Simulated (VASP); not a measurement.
# Zn7Se8 (a cell with a defect) in VASP: single point with LDA

Aim: the single point of Zn7Se8 (a cell with a defect) with LDA.

Everything below comes from runs of VASP 6.6.1. Logs are shortened: lines on timing, memory, paths and dates and some standing lists are left out, and cuts for length are marked.

### Step 1. The cell of the first run

The cell holds a defect, 15 atoms: a = 7.874 Å, b = 7.874 Å, c = 7.874 Å, α = 60.00°, β = 60.00°, γ = 60.00°.

### Step 2. Single point, LDA

Contents of INCAR:

```
PREC = Accurate ; ENCUT = 520
EDIFF = 1E-6 ; ISMEAR = 0
SIGMA = 0.02 ; LREAL = Auto
LASPH = True ; NELM = 100
ALGO = Normal ; ISIF = 2
LWAVE = False ; LCHARG = False
NBANDS = 79 ; NELECT = 134.0
```

Contents of KPOINTS:

```
Automatic mesh
0
Gamma
  2 2 2
```

Contents of POSCAR:

```
Zn7Se8
1.0
    0.0000000000      5.5675272894     -5.5675272894
    5.5675272894      5.5675272894      0.0000000000
    5.5675272894      0.0000000000     -5.5675272894
Zn Se
7 8
Direct
    0.5446980935      0.2051949529      0.0446971316
    0.9630118940      0.5254950444     -0.0140092713
    1.0481743863     -0.0188786681     -0.0103422035
    0.4859899843      0.5254951342      0.4630124589
    0.4896576807     -0.0188783089      0.5481737837
    1.0056185105      0.4866055179      0.5056186263
    1.0055972264      0.0022212734      0.5055971626
    0.3829718992      0.3564015759      0.3527559719
    0.3829660618      0.9078628154      0.3528153340
    0.8644501858      0.3855740418      0.3644506609
    0.8830977819      0.8669189658      0.3830977181
    0.3319844527      0.4179305065      0.8319846961
    0.4062101329      0.8437932597      0.9062096579
    0.8527562153      0.3564012167      0.8829721427
    0.8528154876      0.9078627256      0.8829662154
```

Potentials or basis: VASP PAW LDA potentials, release 64 (Zn, Se).

On the command line:

```console
> cat potpaw_LDA.64/Zn/POTCAR potpaw_LDA.64/Se/POTCAR > POTCAR
> mpirun -np 1 vasp_std > vasp.out
```

OUTCAR:

```text
PREC = Accurate
   ENCUT = 520
   EDIFF = 1E-6
   ISMEAR = 0
   LREAL = Auto
   LASPH = True
   NELM = 100
   ISIF = 2
   NELECT = 134.0

 ion  position               nearest neighbor table
   1  0.545  0.205  0.045-  12 2.37  15 2.68   9 2.68  14 2.68   8 2.68
   2  0.963  0.525  0.986-  12 2.38  10 2.44  14 2.47  15 2.47
   3  0.048  0.981  0.990-  13 2.31  14 2.46  15 2.46  11 2.54
   4  0.486  0.525  0.463-  12 2.38  10 2.44   8 2.47   9 2.47
   5  0.490  0.981  0.548-  13 2.31   8 2.46   9 2.46  11 2.54
   6  0.006  0.487  0.506-   8 2.44  14 2.44  11 2.45  10 2.47
   7  0.006  0.002  0.506-   9 2.44  15 2.44  11 2.45  10 2.47
   8  0.383  0.356  0.353-   6 2.44   5 2.46   4 2.47   1 2.68
   9  0.383  0.908  0.353-   7 2.44   5 2.46   4 2.47   1 2.68
  10  0.864  0.386  0.364-   2 2.44   4 2.44   7 2.47   6 2.47
  11  0.883  0.867  0.383-   7 2.45   6 2.45   3 2.54   5 2.54
  12  0.332  0.418  0.832-   1 2.37   4 2.38   2 2.38
  13  0.406  0.844  0.906-   3 2.31   5 2.31
  14  0.853  0.356  0.883-   6 2.44   3 2.46   2 2.47   1 2.68
  15  0.853  0.908  0.883-   7 2.44   3 2.46   2 2.47   1 2.68

  LATTYP: Found a face centered cubic cell.
 ALAT       =    11.1350545788

  Lattice vectors:

 A1 = (   0.0000000000,   5.5675272894,  -5.5675272894)
 A2 = (   5.5675272894,   5.5675272894,   0.0000000000)
 A3 = (   5.5675272894,   0.0000000000,  -5.5675272894)

Analysis of symmetry for initial positions (statically):
=====================================================================
 Subroutine PRICEL returns:
 Original cell was already a primitive cell.

 Routine SETGRP: Setting up the symmetry group for a
 face centered cubic supercell.

 Subroutine GETGRP returns: Found  2 space group operations
 (whereof  1 operations were pure point group operations)
 out of a pool of 48 trial point group operations.

The static configuration has the point symmetry C_1 .
 The point group associated with its full space group is C_1h.

Analysis of symmetry for dynamics (positions and initial velocities):
=====================================================================
 Subroutine PRICEL returns:
 Original cell was already a primitive cell.

 Routine SETGRP: Setting up the symmetry group for a
 face centered cubic supercell.

 Subroutine GETGRP returns: Found  2 space group operations
 (whereof  1 operations were pure point group operations)
 out of a pool of 48 trial point group operations.

The dynamic configuration has the point symmetry C_1 .
 The point group associated with its full space group is C_1h.

 Subroutine INISYM returns: Found  2 space group operations
 (whereof  1 operations are pure point group operations),
 and found     1 'primitive' translations

----------------------------------------------------------------------------------------

                                     Primitive cell

  volume of cell :     345.1573

  direct lattice vectors                    reciprocal lattice vectors
     0.000000000  5.567527289 -5.567527289    -0.089806475  0.089806475 -0.089806475
     5.567527289  5.567527289  0.000000000     0.089806475  0.089806475  0.089806475
     5.567527289  0.000000000 -5.567527289     0.089806475 -0.089806475 -0.089806475

  length of vectors
     7.873672602  7.873672602  7.873672602     0.155549377  0.155549377  0.155549377

  position of ions in fractional coordinates (direct lattice)
     0.544698094  0.205194953  0.044697132
     0.963011894  0.525495044  0.985990729
     0.048174386  0.981121332  0.989657796
     0.485989984  0.525495134  0.463012459
     0.489657681  0.981121691  0.548173784
     0.005618510  0.486605518  0.505618626
     0.005597226  0.002221273  0.505597163
     0.382971899  0.356401576  0.352755972
     0.382966062  0.907862815  0.352815334
     0.864450186  0.385574042  0.364450661
     0.883097782  0.866918966  0.383097718
     0.331984453  0.417930506  0.831984696
     0.406210133  0.843793260  0.906209658
     0.852756215  0.356401217  0.882972143
     0.852815488  0.907862726  0.882966215

  ion indices of the primitive-cell ions
   primitive index   ion index
                 1           1
                 2           2
                 3           3
                 4           4
                 5           5
                 6           6
                 7           7
                 8           8
                 9           9
                10          10
                11          11
                12          12
                13          13
                14          14
                15          15

----------------------------------------------------------------------------------------

 KPOINTS: Automatic mesh

Automatic generation of k-mesh.
 Grid dimensions read from file:
 generate k-points for:    2    2    2

 Generating k-lattice:

  Cartesian coordinates                     Fractional coordinates (reciprocal lattice)
    -0.044903237  0.044903237 -0.044903237     0.500000000  0.000000000  0.000000000
     0.044903237  0.044903237  0.044903237     0.000000000  0.500000000  0.000000000
     0.044903237 -0.044903237 -0.044903237     0.000000000  0.000000000  0.500000000

  Length of vectors
     0.077774689  0.077774689  0.077774689

  Shift w.r.t. Gamma in fractional coordinates (k-lattice)
     0.000000000  0.000000000  0.000000000

 Subroutine IBZKPT returns following result:
 ===========================================

 Found      6 irreducible k-points:

 Following reciprocal coordinates:
            Coordinates               Weight
  0.000000  0.000000  0.000000      1.000000
  0.500000  0.000000  0.000000      2.000000
  0.000000  0.500000  0.000000      1.000000
  0.500000  0.500000  0.500000      1.000000
  0.500000  0.500000  0.000000      2.000000
  0.500000  0.000000  0.500000      1.000000
   k-points           NKPTS =      6   k-points in BZ     NKDIM =      6   number of bands    NBANDS=     79
   number of dos      NEDOS =    301   number of ions     NIONS =     15
   total plane-waves  NPLWV = 216000
   dimension x,y,z NGX =    60 NGY =   60 NGZ =   60
   dimension x,y,z NGXF=   120 NGYF=  120 NGZF=  120
   ions per type =               7   8
   NGX,Y,Z   is equivalent  to a cutoff of  12.67, 12.67, 12.67 a.u.
   NGXF,Y,Z  is equivalent  to a cutoff of  25.34, 25.34, 25.34 a.u.
 SYSTEM =  unknown system
   PREC   = accura    normal or accurate (medium, high low for compatibility)
   ISTART =      0    job   : 0-new  1-cont  2-samecut
   ICHARG =      2    charge: 1-file 2-atom 10-const
   ISPIN  =      1    spin polarized calculation?
   LNONCOLLINEAR =      F non collinear calculations
   LSORBIT =      F    spin-orbit coupling
   LASPH  =      T    aspherical Exc in radial PAW
   ENCUT  =  520.0 eV  38.22 Ry    6.18 a.u.  14.64 14.64 14.64*2*pi/ulx,y,z
   NELM   =    100;   NELMIN=  2; NELMDL= -5     # of ELM steps
   EDIFF  = 0.1E-05   stopping-criterion for ELM
   LREAL  =      T    real-space projection
   EDIFFG = 0.1E-04   stopping-criterion for IOM
   NSW    =      0    number of steps for IOM
   IBRION =     -1    ionic relax: 0-MD 1-quasi-New 2-CG
   NFREE  =      0    steps in history (QN), initial steepest desc. (CG)
   ISIF   =      2    stress and relaxation
   ISYM   =      2    0-nonsym 1-usesym 2-fastsym
   POTIM  = 0.5000    time-step for ionic-motion
   TEBEG  =    0.0;   TEEND  =   0.0 temperature during run
   PSTRESS=    0.0 pullay stress
   NELECT =     134.0000    total number of electrons
   NUPDOWN=      -1.0000    fix difference up-down
   EMIN   =  10.00;   EMAX   =-10.00  energy-range for DOS
   EFERMI =   0.00;   METHOD = LEGACY
   ISMEAR =     0;   SIGMA  =   0.02  broadening in eV -4-tet -1-fermi 0-gaus
   EFERMI_NEDOS =   21; number of points for ismear=-14 and -15
   IALGO  =     38    algorithm
   IMIX   =      4    mixing-type and parameters
     AMIX     =   0.40;   BMIX     =  1.00
     AMIX_MAG =   1.60;   BMIX_MAG =  1.00
  volume/ion in A,a.u.               =      23.01       155.28
  Fermi-wavevector in a.u.,A,eV,Ry     =   1.194274  2.256851 19.405868  1.426291
  Thomas-Fermi vector in A             =   2.330268
   LORBIT       =      0    0 simple, 1 ext, 2 COOP (PROOUT), +10 PAW based schemes
   GGA     = CA    functional components
   LHFCALC =     F    Hartree Fock is set to
   AEXX    =    0.0000 exact exchange contribution
   IVDW    =     0    specifies the selected vdW correction
   LEPSILON=     F    determine dielectric tensor
   LRPA    =     F    only Hartree local field effects (RPA)
 non-spin polarized calculation
 Gauss-broadening in eV      SIGMA  =   0.02
  energy-cutoff  :      520.00
  volume of cell :      345.16
 maximum number of plane-waves:      9377
 NGX is ok and might be reduce to    60
   NGX = 29   NGY = 29   NGZ = 29

 number of electron     134.0000026 magnetization

 Free energy of the ion-electron system (eV)
  ---------------------------------------------------
  ext. energy  EPLUGINS =         0.00000000
  ---------------------------------------------------
  free energy    TOTEN  =       -48.75823138 eV

  energy without entropy =      -48.75823138  energy(sigma->0) =      -48.75823138

 E-fermi :   2.3073     XC(G=0):  -9.8004

 val. band max:        2.1963175704   @ k =   0.0000   0.0000   0.0000
 cond. band min:       2.4104396436   @ k =   0.0000   0.0000   0.0000
 fundamental gap:      0.2141220732
 Fermi energy:         2.3072783096

 k-point     1 :       0.0000    0.0000    0.0000
  band No.  band energies     occupation
      1     -11.8058      2.00000
      2     -11.0351      2.00000
      3     -10.9187      2.00000
      4     -10.8342      2.00000
      5     -10.7750      2.00000
      6     -10.4901      2.00000
[... 71 lines left out ...]
     78       6.3773      0.00000
     79       7.0950      0.00000
[... 408 lines left out ...]
     78       7.1270      0.00000
     79       7.4344      0.00000

------------------------ aborting loop because EDIFF is reached ----------------------------------------

  FORCE on cell =-STRESS in cart. coord.  units (eV):
  Direction    XX          YY          ZZ          XY          YZ          ZX
  --------------------------------------------------------------------------------------
  -------------------------------------------------------------------------------------
  Total       10.3100741     10.3100741     12.9949449     -1.4013461     -0.0008728     -0.0008727
  in kB       47.8580842     47.8580842     60.3209212     -6.5048747     -0.0040513     -0.0040508
  external PRESSURE =      52.0123632 kB  Pullay stress =       0.0000000 kB

 VOLUME and BASIS-vectors are now :
 -----------------------------------------------------------------------------
  energy-cutoff  :      520.00
  volume of cell :      345.16
      direct lattice vectors                 reciprocal lattice vectors
     0.000000000  5.567527289 -5.567527289    -0.089806475  0.089806475 -0.089806475
     5.567527289  5.567527289  0.000000000     0.089806475  0.089806475  0.089806475
     5.567527289  0.000000000 -5.567527289     0.089806475 -0.089806475 -0.089806475

 POSITION                                       TOTAL-FORCE (eV/Angst)
 -----------------------------------------------------------------------------------
      1.39128      4.17505     -3.28147         0.000125      0.000125      0.010551
      8.41524      8.28730    -10.85113         0.001535     -0.001485      0.014821
     10.97237      5.73063     -5.77816         0.009343     -0.009185     -0.010380
      5.50354      5.63147     -5.28360        -0.001485      0.001535      0.014821
      8.51439      8.18860     -5.77815        -0.009185      0.009343     -0.010380
      5.52424      2.74047     -2.84633        -0.012382     -0.012382      0.006482
      2.82729      0.04353     -2.84609         0.012480      0.012480      0.006520
      3.94825      4.11648     -4.09618        -0.008687      0.029286      0.009290
      7.01886      7.18672     -4.09648        -0.029495      0.009135      0.010265
      4.17578      6.95954     -6.84194        -0.000296     -0.000296     -0.015629
      6.95950      9.74327     -7.04958        -0.000105     -0.000105      0.020627
      6.95894      4.17517     -6.48043        -0.000318     -0.000318     -0.019900
      9.74319      6.95943     -7.30693         0.000050      0.000050     -0.056644
      6.90025      6.73202     -9.66372         0.029286     -0.008687      0.009290
      9.97049      9.80262     -9.66401         0.009135     -0.029495      0.010265
 -----------------------------------------------------------------------------------
    total drift:                               -0.000111     -0.001912     -0.019709

  FREE ENERGIE OF THE ION-ELECTRON SYSTEM (eV)
  ---------------------------------------------------
  free  energy   TOTEN  =       -48.7582313818 eV

  energy  without entropy=      -48.7582313818  energy(sigma->0) =      -48.75823138
```

It took 3.6 min on 1 thread of AMD EPYC 9R45 (Zen 5), shared host; peak memory 0.38 GiB.

What came out:

```yaml
Free_energy: -48.7582 eV
Largest_force: 0.057 eV/Å
```

Forces in eV/Å, atoms in the order of the input:
```
Zn   0.000  0.000  0.011
Zn   0.002 -0.001  0.015
Zn   0.009 -0.009 -0.010
Zn  -0.001  0.002  0.015
Zn  -0.009  0.009 -0.010
Zn  -0.012 -0.012  0.006
Zn   0.012  0.012  0.007
Se  -0.009  0.029  0.009
Se  -0.029  0.009  0.010
Se   0.000  0.000 -0.016
Se   0.000  0.000  0.021
Se   0.000  0.000 -0.020
Se   0.000  0.000 -0.057
Se   0.029 -0.009  0.009
Se   0.009 -0.029  0.010
```

Caveat: the k points lie up to 0.49 Å⁻¹ apart; the cell carries a net charge on a neutralising background, which shifts energy and pressure; the cell is charged against a uniform background, so pressure and absolute levels hang on convention.
